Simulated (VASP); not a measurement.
Runs of VASP 6.6.1 on InAs. The structure is that of space group F-43m (No. 216), or close to it. The cells are those of the table. 

```tsv
level	cell	smearing	gap on the mesh (eV)	pressure (GPa)
PBE	a = 4.493 Å, angles 60.0°, 2 atoms	fermi-dirac 0.02 eV	none	-3.2
PBE	a = 4.190 Å, angles 60.0°, 2 atoms	fermi-dirac 0.02 eV	0.12	(b)
PBE	a = 4.406 Å, angles 60.0°, 2 atoms	fermi-dirac 0.02 eV	none	-1.0
r2SCAN	a = 4.147 Å, angles 60.0°, 2 atoms	gaussian 0.01 eV	(c)	9.4
r2SCAN	a = 4.277 Å, angles 60.0°, 2 atoms	fermi-dirac 0.02 eV	0.25	1.8
r2SCAN	a = 4.233 Å, angles 60.0°, 2 atoms	fermi-dirac 0.02 eV	0.42	4.0
PBE	a = 4.449 Å, angles 60.0°, 2 atoms	fermi-dirac 0.02 eV	none	(a)
r2SCAN	a = 4.190 Å, angles 60.0°, 2 atoms	fermi-dirac 0.02 eV	0.59	6.5
r2SCAN	a = 4.363 Å, angles 60.0°, 2 atoms	fermi-dirac 0.02 eV	none	-1.6
PBE	a = 4.233 Å, angles 60.0°, 2 atoms	fermi-dirac 0.02 eV	none	6.1
PBE	a = 4.363 Å, angles 60.0°, 2 atoms	fermi-dirac 0.02 eV	none	0.4
PBE	a = 4.277 Å, angles 60.0°, 2 atoms	fermi-dirac 0.02 eV	none	4.0
```

Alike in all rows: task single point; potentials or basis VASP PAW PBE potentials, release 64 (In_d, As); no spin polarisation; k mesh 8 × 8 × 8; cutoff (eV) 520.

Q: Estimate the missing entries.

A: (a) -2.1; (b) 8.6; (c) 0.76.

Caveats: spin-orbit coupling is left out, which moves the levels of the heavy elements; the PAW data sets were made with another functional, which shifts forces and pressure a little (some runs).

A k mesh can miss the band edges, and the runs leave out spin-orbit coupling on As, In.

A gap of «none» marks levels without a gap at the run's occupations.
